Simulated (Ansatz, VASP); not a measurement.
**One calculation of GaP, two programs**

```
CELL_PARAMETERS angstrom
0.00000 2.72541 2.72541
2.72541 0.00000 2.72541
2.72541 2.72541 0.00000
ATOMIC_POSITIONS crystal
Ga 0.00000 0.00000 0.00000
P 0.25000 0.25000 0.25000
```

Alike in both runs: task single point; functional r2SCAN; k mesh 6 × 6 × 6; no spin polarisation.

|  | VASP | Ansatz |
| --- | --- | --- |
| version | VASP 6.6.1 | Ansatz 0.2.0 |
| potentials or method | VASP PAW PBE potentials, release 64 (Ga_d, P) | plane waves |
| plane-wave cutoff (eV) | 520 | 500 |
| occupations | gaussian, width 0.01 eV | fixed |
| valence electrons in the cell | 18 | 18 |

|  | VASP | Ansatz | Ansatz less VASP |
| --- | --- | --- | --- |
| gap on the k mesh at the Fermi level (eV) | 1.91 | 1.90 | -0.004 |
| pressure (GPa) | 0.0 | 0.1 | +0.05 |

VASP's potentials were made for PBE, not for r2SCAN.
